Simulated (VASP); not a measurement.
Write the native input for VASP 6.6.1 that does the following.

```
Task                   : single point
Functional             : PBE
Potentials or basis    : VASP PAW PBE potentials, release 64 (Mg, Cd, Se)
Cutoff                 : 520 eV
k mesh                 : 6 × 6 × 1
Occupations            : gaussian, width 0.1 eV
Spin                   : no spin polarisation
Dipole correction      : no
Further INCAR settings : ALGO = Normal; EDIFF = 1e-06; NBANDS = 41
```

The structure of Mg5CdSe6 lies in POSCAR:

```
Mg5CdSe6
1.0
    4.2654673000      0.0000000000      0.0000000000
   -2.1327336000      3.6940030000      0.0000000000
    0.0000000000      0.0000000000     20.8663543000
Mg Cd Se
5 1 6
Direct
    0.3333333000      0.6666667000      0.0012960000
    0.0000000000      0.0000000000      0.1663950000
    0.6666667000      0.3333333000      0.3315060000
    0.3333333000      0.6666667000      0.4963640000
    0.6666667000      0.3333333000      0.8360710000
    0.0000000000      0.0000000000      0.6681580000
    0.3333333000      0.6666667000      0.1257440000
    0.0000000000      0.0000000000      0.2908390000
    0.6666667000      0.3333333000      0.4559660000
    0.3333333000      0.6666667000      0.6207160000
    0.0000000000      0.0000000000      0.7963210000
    0.6666667000      0.3333333000      0.9606240000
```

These files were run (other wordings do the same):

INCAR

```
ALGO = Normal
EDIFF = 1E-6
ENCUT = 520
GGA = PE
ISIF = 2
ISMEAR = 0
LASPH = True
LCHARG = False
LREAL = False
LWAVE = False
NBANDS = 41
NELM = 60
PREC = Accurate
SIGMA = 0.1
```

KPOINTS

```
k-points
0
Gamma
  6 6 1
```

Potentials or basis: VASP PAW PBE potentials, release 64 (Mg, Cd, Se).

Run with:

```sh
$ cat potpaw_PBE.64/Mg/POTCAR potpaw_PBE.64/Cd/POTCAR potpaw_PBE.64/Se/POTCAR > POTCAR
$ mpirun -np 1 vasp_std > vasp.out
```

Results of the run:

| Property | Result |
| --- | --- |
| Pressure | 0.0 GPa |
| Largest force | 0.038 eV/Å |
| Band gap on the k mesh | 1.67 eV, direct |

Wall time 120 s on 1 thread of Intel Xeon 6975P-C (shared host), peak memory 0.46 GiB.
